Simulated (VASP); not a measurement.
Input of a VASP 6.6.1 run:

The input INCAR:

```
ALGO = Normal
EDIFF = 1E-6
ENCUT = 520
GGA = PE
ISIF = 2
ISMEAR = 0
ISYM = 0
LASPH = T
LCHARG = T
LELF = T
LREAL = Auto
LVHAR = T
LWAVE = F
NBANDS = 96
NELM = 80
PREC = Accurate
SIGMA = 0.1
```

File KPOINTS:

```
Automatic mesh
0
Gamma
  2 2 2
  0.5 0.5 0.5
```

File POSCAR:

```
Al5In2Ga4BP12
1.0
   -5.5177314152     -5.4557936125      0.0223098154
   -0.0214396291      5.4549234262      5.4925808794
   -5.5215546720      5.4819266847     -5.4981445088
B Al P Ga In
1 5 12 4 2
Direct
    0.3336616034      0.1641644956      0.6639401404
    0.0075692151      0.0017796424      0.9931048827
    0.1694136627      0.3275284069      0.3406003398
    1.0010514395      0.5018368078      1.0134506355
    0.6672264756      0.8355034744      0.3252374954
    0.1690402868      0.8398732442      0.3391537773
    0.3250485081      0.1538403860      0.8782676453
    0.8341011512      0.1695291348      0.9339663119
    0.6239834078      0.3207870368      0.5912476147
    0.1973230988      0.3197070573      0.5900817046
    0.4965485343      0.4991744322      0.2539302727
    0.9984331197      0.4995351497      0.2681498727
    0.3210138165      0.6743259859      0.9116514031
    0.8504608213      0.6725023197      0.9124629414
    0.6607984237      0.8229866212      0.5749363230
    0.1834899066      0.8683642512      0.5878652680
    0.4945043320      1.0010455578      0.2449414237
    0.0039285425      0.0011592709      0.2445463455
    0.4933373470      0.0039647634     -0.0070374788
    0.6552949364      0.3283264568      0.3409233601
    0.8345008050      0.6681259772      0.6634098592
    0.3322319002      0.6674841652      0.6624955771
    0.8366368212      0.1714951723      0.6690595033
    0.4961826711      0.4938717824      0.9890998907
```

Potentials or basis: VASP PAW PBE potentials, release 64 (B, Al, P, Ga_d, In_d).

The run is started by

```console
$ cat potpaw_PBE.64/B/POTCAR potpaw_PBE.64/Al/POTCAR potpaw_PBE.64/P/POTCAR potpaw_PBE.64/Ga_d/POTCAR potpaw_PBE.64/In_d/POTCAR > POTCAR
$ mpirun -np 1 vasp_std > vasp.out
```

Task: Estimate the pressure.

Result: 0.0 GPa.

Task: Predict the band gap on the k mesh.

Result: 1.69 eV (least direct gap 1.74 eV).

Task: Estimate the largest force.

Result: 0.058 eV/Å.

Forces in eV/Å, atoms in the order of the input:
```
B   -0.027  0.035 -0.038
Al   0.002 -0.006  0.001
Al   0.003 -0.008  0.006
Al   0.000  0.000  0.004
Al   0.004  0.001  0.002
Al   0.005 -0.003  0.003
P    0.020 -0.012  0.018
P   -0.006 -0.006  0.004
P    0.006 -0.005 -0.006
P    0.008 -0.002 -0.005
P    0.001  0.001  0.001
P    0.002 -0.007  0.008
P    0.000 -0.001 -0.006
P   -0.004  0.004 -0.002
P   -0.001  0.000  0.007
P    0.002 -0.003  0.006
P    0.002 -0.005 -0.005
P    0.003 -0.001  0.000
Ga   0.000  0.000 -0.001
Ga  -0.003 -0.003  0.004
Ga   0.002  0.012  0.002
Ga  -0.009 -0.006  0.003
In  -0.002  0.008 -0.006
In  -0.008  0.005  0.002
```

Caveat: spin-orbit coupling is left out, which moves the levels of the heavy elements; a shifted mesh leaves out Γ, where band edges can lie. A k mesh can miss the band edges.
